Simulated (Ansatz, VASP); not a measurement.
**Two plane-wave programs on Ti2NbC3**

Contents of INCAR:

```
SYSTEM = Ti2NbC3
PREC = Accurate
ENCUT = 600
EDIFF = 1E-6
ISMEAR = 0
SIGMA = 0.1
LREAL = .FALSE.
LASPH = .TRUE.
NELM = 60
ALGO = Normal
ISIF = 3
LWAVE = .FALSE.
LCHARG = .FALSE.
GGA = PE
IBRION = 2
NSW = 90
EDIFFG = -0.04
```

KPOINTS

```
Automatic mesh
0
G
  4 4 4
  0 0 0
```

The input POSCAR:

```
Ti2NbC3
1.0
    0.0000000000      3.8017557800      4.7461794600
    2.6288631200      0.0000000000      4.7461794600
    2.6288631200      3.8017557800      0.0000000000
Ti Nb C
2 1 3
Direct
    0.7500000000      0.7500000000      0.7500000000
    0.2500000000      0.2500000000      0.2500000000
    0.0000000000      0.0000000000      0.0000000000
    0.0000000000      0.5000000000      0.0000000000
    0.5000000000      0.0000000000      0.5000000000
    0.5000000000      0.5000000000      0.5000000000
```

Input for Ansatz:

```yaml
crystal:
  lattice:
    - [0.0, 3.80175578, 4.74617946]
    - [2.62886312, 0.0, 4.74617946]
    - [2.62886312, 3.80175578, 0.0]
  atoms:
    - { symbol: Ti, position: [0.75, 0.75, 0.75] }
    - { symbol: Ti, position: [0.25, 0.25, 0.25] }
    - { symbol: Nb, position: [0.0, 0.0, 0.0] }
    - { symbol: C, position: [0.0, 0.5, 0.0] }
    - { symbol: C, position: [0.5, 0.0, 0.5] }
    - { symbol: C, position: [0.5, 0.5, 0.5] }
basis:
  ecutwfc: 420
kpoints:
  mp_grid: { grid: [4, 4, 4] }
hamiltonian:
  xc: pbe
scf:
  occupations: { method: gaussian, width: 0.1 }
  lower_state_search: "off"
output:
  forces: true
  stress: true
  eigenvalues: true
relax:
  adjacent_minimum: "off"
  f_tol: 0.04
  max_steps: 70
  cell: { stress_tol: 0.4 }
```

Alike in both runs: task relaxation of cell and atoms; functional PBE; k mesh 4 × 4 × 4; occupations gaussian, width 0.1 eV; no spin polarisation.

|  | VASP | Ansatz |
| --- | --- | --- |
| version | VASP 6.6.1 | Ansatz 0.2.0 |
| potentials or method | VASP PAW PBE potentials, release 64 (Ti_sv, Nb_sv, C), cutoff 600 eV | scalar-relativistic, plane waves, PAW |
| valence electrons in the cell | 49 | 49 |

VASP gave:

* gap on the k mesh at the Fermi level, each at its own relaxed structure (eV): none
* relaxed volume (Å³/atom): 12.80
* relaxed cell length with the largest relative difference (Å): 4.259

What did Ansatz give for the same quantities?

gap on the k mesh at the Fermi level, each at its own relaxed structure (eV): none; relaxed volume (Å³/atom): 12.84; relaxed cell length with the largest relative difference (Å): 4.269.

A gap of «none» marks a metal or a gap that the smearing closes.

The k mesh is coarse, so the values compare programs but aren't converged. Noted on VASP's run: the volume moved by over 15 % at a fixed basis, so the end points are rough.
